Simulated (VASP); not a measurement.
# TePb (Fm-3m) in VASP: further runs

The runs below take TePb through single point, with PBEsol, HSE06, PBE0, PBEsol+D3(BJ).

All numbers are computed with VASP 6.6.1; they aren't measurements. Logs are shortened: lines on timing, memory, paths and dates and some standing lists are left out, and cuts for length are marked.

### 1 The cell of the first run

The structure is cubic, space group Fm-3m (No. 225). Conventional cell: a = 6.330 Å, b = 6.330 Å, c = 6.330 Å, α = 90.00°, β = 90.00°, γ = 90.00°. Pb (site symmetry m-3m) has 6 Te at 3.17 Å within 4.2 Å. Te (site symmetry m-3m) has 6 Pb at 3.17 Å within 4.2 Å.

### 2 Single point, PBEsol (volume scaled by 0.94)

Input file INCAR:

```
SYSTEM = TePb
  ALGO = Normal
  EDIFF = 1E-6
  ENCUT = 520
  GGA = PS
  ISIF = 2
  ISMEAR = -1
  LASPH = .True.
  LCHARG = .False.
  LREAL = .False.
  LWAVE = .False.
  NBANDS = 17
  NELM = 100
  PREC = Accurate
  SIGMA = 0.05
```

Input file KPOINTS:

```
k-points
0
Gamma
  7 7 7
  0 0 0
```

Input file POSCAR:

```
TePb
1.0
    0.0000000000      3.1650427173      3.1650427173
    3.1650427173      0.0000000000      3.1650427173
    3.1650427173      3.1650427173      0.0000000000
Pb Te
1 1
Direct
    0.0000000000      0.0000000000      0.0000000000
    0.5000000000      0.5000000000      0.5000000000
```

Potentials or basis: VASP PAW PBE potentials, release 64 (Pb_d, Te).

Launch:

```console
cat potpaw_PBE.64/Pb_d/POTCAR potpaw_PBE.64/Te/POTCAR > POTCAR
mpirun -np 1 vasp_std > vasp.out
```

OUTCAR:

```text
SYSTEM = TePb
   EDIFF = 1E-6
   ENCUT = 520
   GGA = PS
   ISIF = 2
   ISMEAR = -1
   LASPH = .True.
   LREAL = .False.
   NELM = 100
   PREC = Accurate

 ion  position               nearest neighbor table
   1  0.000  0.000  0.000-   2 3.17   2 3.17   2 3.17   2 3.17   2 3.17   2 3.17
   2  0.500  0.500  0.500-   1 3.17   1 3.17   1 3.17   1 3.17   1 3.17   1 3.17

  LATTYP: Found a face centered cubic cell.
 ALAT       =     6.3300854346

  Lattice vectors:

 A1 = (   0.0000000000,   3.1650427173,   3.1650427173)
 A2 = (   3.1650427173,   0.0000000000,   3.1650427173)
 A3 = (   3.1650427173,   3.1650427173,   0.0000000000)

Analysis of symmetry for initial positions (statically):
=====================================================================
 Subroutine PRICEL returns:
 Original cell was already a primitive cell.

 Routine SETGRP: Setting up the symmetry group for a
 face centered cubic supercell.

 Subroutine GETGRP returns: Found 48 space group operations
[... 9 lines left out ...]

 Routine SETGRP: Setting up the symmetry group for a
 face centered cubic supercell.

 Subroutine GETGRP returns: Found 48 space group operations
[... 11 lines left out ...]
                                     Primitive cell

  volume of cell :      63.4116

  direct lattice vectors                    reciprocal lattice vectors
     0.000000000  3.165042717  3.165042717    -0.157975751  0.157975751  0.157975751
     3.165042717  0.000000000  3.165042717     0.157975751 -0.157975751  0.157975751
     3.165042717  3.165042717  0.000000000     0.157975751  0.157975751 -0.157975751

  length of vectors
     4.476046336  4.476046336  4.476046336     0.273622027  0.273622027  0.273622027

  position of ions in fractional coordinates (direct lattice)
     0.000000000  0.000000000  0.000000000
     0.500000000  0.500000000  0.500000000

  ion indices of the primitive-cell ions
   primitive index   ion index
                 1           1
                 2           2

----------------------------------------------------------------------------------------

 KPOINTS: k-points

Automatic generation of k-mesh.
 Grid dimensions read from file:
 generate k-points for:    7    7    7

 Generating k-lattice:

  Cartesian coordinates                     Fractional coordinates (reciprocal lattice)
    -0.022567964  0.022567964  0.022567964     0.142857143  0.000000000  0.000000000
     0.022567964 -0.022567964  0.022567964     0.000000000  0.142857143  0.000000000
     0.022567964  0.022567964 -0.022567964     0.000000000  0.000000000  0.142857143

  Length of vectors
     0.039088861  0.039088861  0.039088861

  Shift w.r.t. Gamma in fractional coordinates (k-lattice)
     0.000000000  0.000000000  0.000000000

 Subroutine IBZKPT returns following result:
 ===========================================

 Found     20 irreducible k-points:

 Following reciprocal coordinates:
            Coordinates               Weight
  0.000000  0.000000  0.000000      1.000000
  0.142857  0.000000  0.000000      8.000000
  0.285714  0.000000  0.000000      8.000000
  0.428571  0.000000  0.000000      8.000000
  0.142857  0.142857  0.000000      6.000000
  0.285714  0.142857  0.000000     24.000000
[... 12 lines left out ...]
 -0.428571  0.428571  0.142857     24.000000
 -0.285714  0.428571  0.142857     24.000000
   k-points           NKPTS =     20   k-points in BZ     NKDIM =     20   number of bands    NBANDS=     17
   number of dos      NEDOS =    301   number of ions     NIONS =      2
   total plane-waves  NPLWV =  46656
   dimension x,y,z NGX =    36 NGY =   36 NGZ =   36
   dimension x,y,z NGXF=    72 NGYF=   72 NGZF=   72
   ions per type =               1   1
   NGX,Y,Z   is equivalent  to a cutoff of  13.37, 13.37, 13.37 a.u.
   NGXF,Y,Z  is equivalent  to a cutoff of  26.74, 26.74, 26.74 a.u.
 SYSTEM =  TePb
   PREC   = accura    normal or accurate (medium, high low for compatibility)
   ISTART =      0    job   : 0-new  1-cont  2-samecut
   ICHARG =      2    charge: 1-file 2-atom 10-const
   ISPIN  =      1    spin polarized calculation?
   LNONCOLLINEAR =      F non collinear calculations
   LSORBIT =      F    spin-orbit coupling
   LASPH  =      T    aspherical Exc in radial PAW
   ENCUT  =  520.0 eV  38.22 Ry    6.18 a.u.   8.32  8.32  8.32*2*pi/ulx,y,z
   NELM   =    100;   NELMIN=  2; NELMDL= -5     # of ELM steps
   EDIFF  = 0.1E-05   stopping-criterion for ELM
   LREAL  =      F    real-space projection
   EDIFFG = 0.1E-04   stopping-criterion for IOM
   NSW    =      0    number of steps for IOM
   IBRION =     -1    ionic relax: 0-MD 1-quasi-New 2-CG
   NFREE  =      0    steps in history (QN), initial steepest desc. (CG)
   ISIF   =      2    stress and relaxation
   ISYM   =      2    0-nonsym 1-usesym 2-fastsym
   POTIM  = 0.5000    time-step for ionic-motion
   TEBEG  =    0.0;   TEEND  =   0.0 temperature during run
   PSTRESS=    0.0 pullay stress
   NELECT =      20.0000    total number of electrons
   NUPDOWN=      -1.0000    fix difference up-down
   EMIN   =  10.00;   EMAX   =-10.00  energy-range for DOS
   EFERMI =   0.00;   METHOD = LEGACY
   ISMEAR =    -1;   SIGMA  =   0.05  broadening in eV -4-tet -1-fermi 0-gaus
   EFERMI_NEDOS =   21; number of points for ismear=-14 and -15
   IALGO  =     38    algorithm
   IMIX   =      4    mixing-type and parameters
     AMIX     =   0.40;   BMIX     =  1.00
     AMIX_MAG =   1.60;   BMIX_MAG =  1.00
  volume/ion in A,a.u.               =      31.71       213.96
  Fermi-wavevector in a.u.,A,eV,Ry     =   1.114368  2.105850 16.895930  1.241816
  Thomas-Fermi vector in A             =   2.250962
   LORBIT       =      0    0 simple, 1 ext, 2 COOP (PROOUT), +10 PAW based schemes
   GGA     = PS    functional components
   LHFCALC =     F    Hartree Fock is set to
   AEXX    =    0.0000 exact exchange contribution
   IVDW    =     0    specifies the selected vdW correction
   LEPSILON=     F    determine dielectric tensor
   LRPA    =     F    only Hartree local field effects (RPA)
 non-spin polarized calculation
  energy-cutoff  :      520.00
  volume of cell :       63.41
 maximum number of plane-waves:      1729
 NGX is ok and might be reduce to    36
   NGX = 17   NGY = 17   NGZ = 17

 number of electron      19.9999998 magnetization

 Free energy of the ion-electron system (eV)
  ---------------------------------------------------
  ext. energy  EPLUGINS =         0.00000000
  ---------------------------------------------------
  free energy    TOTEN  =        -8.23335541 eV

  energy without entropy =       -8.23334673  energy(sigma->0) =       -8.23335107

 E-fermi :   6.6045     XC(G=0):  -9.7502

 val. band max:        6.1693746304   @ k =   0.4286   0.0000   0.0000
 cond. band min:       7.0332853275   @ k =   0.4286   0.0000   0.0000
 fundamental gap:      0.8639106971
 Fermi energy:         6.6044976599

 k-point     1 :       0.0000    0.0000    0.0000
  band No.  band energies     occupation
      1     -10.4592      2.00000
      2     -10.4592      2.00000
      3     -10.4428      2.00000
      4     -10.4428      2.00000
      5     -10.4428      2.00000
      6      -6.2878      2.00000
[... 9 lines left out ...]
     16      11.8966      0.00000
     17      13.2851      0.00000

 k-point     2 :       0.1429    0.0000    0.0000
  band No.  band energies     occupation
      1     -10.4625      2.00000
      2     -10.4625      2.00000
      3     -10.4424      2.00000
      4     -10.4392      2.00000
      5     -10.4392      2.00000
      6      -6.0971      2.00000
[... 9 lines left out ...]
     16      12.2975      0.00000
     17      14.7714      0.00000

 k-point     3 :       0.2857    0.0000    0.0000
  band No.  band energies     occupation
      1     -10.4712      2.00000
      2     -10.4712      2.00000
      3     -10.4414      2.00000
      4     -10.4295      2.00000
      5     -10.4295      2.00000
      6      -5.5536      2.00000
[... 9 lines left out ...]
     16      13.3665      0.00000
     17      17.2473      0.00000

 k-point     4 :       0.4286    0.0000    0.0000
  band No.  band energies     occupation
      1     -10.4786      2.00000
      2     -10.4786      2.00000
      3     -10.4409      2.00000
      4     -10.4214      2.00000
      5     -10.4214      2.00000
      6      -4.8426      2.00000
[... 9 lines left out ...]
     16      14.9402      0.00000
     17      16.4328      0.00000

 k-point     5 :       0.1429    0.1429    0.0000
  band No.  band energies     occupation
      1     -10.4710      2.00000
      2     -10.4564      2.00000
      3     -10.4454      2.00000
      4     -10.4368      2.00000
      5     -10.4368      2.00000
      6      -6.0329      2.00000
[... 9 lines left out ...]
     16      12.9979      0.00000
     17      14.3488      0.00000

 k-point     6 :       0.2857    0.1429    0.0000
  band No.  band energies     occupation
      1     -10.4836      2.00000
      2     -10.4593      2.00000
      3     -10.4452      2.00000
      4     -10.4306      2.00000
      5     -10.4279      2.00000
      6      -5.6063      2.00000
[... 9 lines left out ...]
     16      14.0806      0.00000
     17      15.7823      0.00000

 k-point     7 :       0.4286    0.1429    0.0000
  band No.  band energies     occupation
      1     -10.4915      2.00000
      2     -10.4684      2.00000
      3     -10.4410      2.00000
      4     -10.4257      2.00000
      5     -10.4197      2.00000
      6      -4.9301      2.00000
[... 9 lines left out ...]
     16      15.5334      0.00000
     17      16.3481      0.00000

 k-point     8 :      -0.4286    0.1429    0.0000
  band No.  band energies     occupation
      1     -10.4889      2.00000
      2     -10.4755      2.00000
      3     -10.4378      2.00000
      4     -10.4236      2.00000
      5     -10.4198      2.00000
      6      -4.5842      2.00000
[... 9 lines left out ...]
     16      14.7875      0.00000
     17      16.8567      0.00000
[... 123 lines left out ...]
      1     -10.5427      2.00000
      2     -10.4558      2.00000
      3     -10.4452      2.00000
      4     -10.4103      2.00000
      5     -10.4103      2.00000
      6      -4.5044      2.00000
[... 9 lines left out ...]
     16      16.4886      0.00000
     17      17.6657      0.00000

 k-point    16 :      -0.4286    0.4286    0.0000
  band No.  band energies     occupation
      1     -10.5403      2.00000
      2     -10.4522      2.00000
      3     -10.4495      2.00000
      4     -10.4119      2.00000
      5     -10.4100      2.00000
      6      -4.3018      2.00000
[... 9 lines left out ...]
     16      16.2558      0.00000
     17      17.4513      0.00000

 k-point    17 :       0.4286    0.2857    0.1429
  band No.  band energies     occupation
      1     -10.4977      2.00000
      2     -10.4615      2.00000
      3     -10.4443      2.00000
      4     -10.4236      2.00000
      5     -10.4229      2.00000
      6      -5.1073      2.00000
[... 9 lines left out ...]
     16      15.2666      0.00000
     17      16.0558      0.00000

 k-point    18 :      -0.4286    0.2857    0.1429
  band No.  band energies     occupation
      1     -10.5047      2.00000
      2     -10.4674      2.00000
      3     -10.4374      2.00000
      4     -10.4268      2.00000
      5     -10.4162      2.00000
      6      -4.5097      2.00000
[... 9 lines left out ...]
     16      15.6416      0.00000
     17      16.7669      0.00000

 k-point    19 :      -0.4286    0.4286    0.1429
  band No.  band energies     occupation
      1     -10.5290      2.00000
      2     -10.4550      2.00000
      3     -10.4475      2.00000
      4     -10.4186      2.00000
      5     -10.4103      2.00000
      6      -4.3766      2.00000
[... 9 lines left out ...]
     16      16.5857      0.00000
     17      17.2721      0.00000

 k-point    20 :      -0.2857    0.4286    0.1429
  band No.  band energies     occupation
      1     -10.5202      2.00000
      2     -10.4626      2.00000
      3     -10.4375      2.00000
      4     -10.4280      2.00000
      5     -10.4105      2.00000
      6      -4.2205      2.00000
[... 9 lines left out ...]
     16      16.5806      0.00000
     17      17.2032      0.00000

------------------------ aborting loop because EDIFF is reached ----------------------------------------

  FORCE on cell =-STRESS in cart. coord.  units (eV):
  Direction    XX          YY          ZZ          XY          YZ          ZX
  --------------------------------------------------------------------------------------
  -------------------------------------------------------------------------------------
  Total        1.0361397      1.0361397      1.0361397      0.0000000     -0.0000000      0.0000000
  in kB       26.1794296     26.1794296     26.1794296      0.0000000     -0.0000000      0.0000000
  external PRESSURE =      26.1794296 kB  Pullay stress =       0.0000000 kB

 VOLUME and BASIS-vectors are now :
 -----------------------------------------------------------------------------
  energy-cutoff  :      520.00
  volume of cell :       63.41
      direct lattice vectors                 reciprocal lattice vectors
     0.000000000  3.165042717  3.165042717    -0.157975751  0.157975751  0.157975751
     3.165042717  0.000000000  3.165042717     0.157975751 -0.157975751  0.157975751
     3.165042717  3.165042717  0.000000000     0.157975751  0.157975751 -0.157975751

 POSITION                                       TOTAL-FORCE (eV/Angst)
 -----------------------------------------------------------------------------------
      0.00000      0.00000      0.00000        -0.000000     -0.000000      0.000000
      3.16504      3.16504      3.16504         0.000000      0.000000     -0.000000
 -----------------------------------------------------------------------------------
    total drift:                               -0.000000      0.000000      0.000000

  FREE ENERGIE OF THE ION-ELECTRON SYSTEM (eV)
  ---------------------------------------------------
  free  energy   TOTEN  =        -8.2333554110 eV

  energy  without entropy=       -8.2333467298  energy(sigma->0) =       -8.23335107
```

It took 17 s on 1 thread of AMD EPYC 9R14 (Zen 4), shared host; peak memory 0.18 GiB.

Results:

```yaml
Free_energy: -8.2334 eV
Pressure: 2.6 GPa
```

Caveat: the cell differs from its parent crystal (volume scaled by 0.94); this odd mesh misses L, where the gap lies, so gap, dielectric constants and Born charges aren't listed; the PAW data sets were made with another functional, which shifts forces and pressure a little; spin-orbit coupling is left out, which moves the levels of the heavy elements.

### 3 Single point, HSE06

This run uses another cell than the first one, of 33.73 Å³/atom, 1.064 times its volume.

Input file POSCAR:

```
TePb
1.0
    0.0000000000      3.2310000000      3.2310000000
    3.2310000000      0.0000000000      3.2310000000
    3.2310000000      3.2310000000      0.0000000000
Pb Te
1 1
Direct
    0.0000000000      0.0000000000      0.0000000000
    0.5000000000      0.5000000000      0.5000000000
```

Input file INCAR.step1:

```
SYSTEM = TePb
  PREC = Accurate
  ENCUT = 520
  EDIFF = 1E-5
  ISMEAR = -1
  SIGMA = 0.05
  LREAL = .FALSE.
  LASPH = .TRUE.
  NELM = 60
  ALGO = Normal
  ISIF = 2
  LWAVE = .TRUE.
  NBANDS = 17
  GGA = PE
```

Input file INCAR.step2:

```
SYSTEM = TePb
  PREC = Accurate
  ENCUT = 520
  EDIFF = 1E-7
  ISMEAR = -1
  SIGMA = 0.05
  LREAL = .FALSE.
  LASPH = .TRUE.
  NELM = 60
  ALGO = Normal
  ISIF = 2
  LWAVE = .FALSE.
  LCHARG = .TRUE.
  GGA = PE
  LHFCALC = .TRUE.
  HFSCREEN = 0.2079
  PRECFOCK = Normal
  LELF = .TRUE.
  LVHAR = .TRUE.
  NBANDS = 17
  ISTART = 1
```

Input file KPOINTS:

```
Automatic mesh
0
G
  4 4 4
  0 0 0
```

Potentials or basis: VASP PAW PBE potentials, release 64 (Pb_d, Te).

Launch:

```console
cat potpaw_PBE.64/Pb_d/POTCAR potpaw_PBE.64/Te/POTCAR > POTCAR
cp INCAR.step1 INCAR
mpirun -np 1 vasp_std > vasp.out
cp INCAR.step2 INCAR
mpirun -np 1 vasp_std > vasp.out
```

Wall time 16 min (1 thread of AMD EPYC 9R14 (Zen 4), shared host); peak memory 0.29 GiB.

The run converged. Its results:

```yaml
Free_energy: -8.9643 eV
Pressure: 1.0 GPa
Band_gap_on_the_k_mesh: 1.08 eV, direct
```

Levels at points of the mesh, in eV from the valence-band top:
| k point | band 8 | band 9 | band 10 | band 11 | band 12 | band 13 |
| --- | --- | --- | --- | --- | --- | --- |
| (0.00, 0.00, 0.00) | -1.59 | -1.59 | -1.59 | 4.76 | 4.76 | 4.76 |
| (0.50, 0.00, 0.00) | -1.12 | -1.12 | 0.00 | 1.08 | 1.64 | 1.64 |
| (0.50, 0.50, 0.00) | -5.08 | -3.19 | -3.19 | 3.70 | 6.27 | 6.27 |

Caveat: the k points lie up to 0.42 Å⁻¹ apart; the PAW data sets were made with another functional, which shifts forces and pressure a little; spin-orbit coupling is left out, which moves the levels of the heavy elements. A k mesh can miss the band edges.

[end of part 1 of 2]
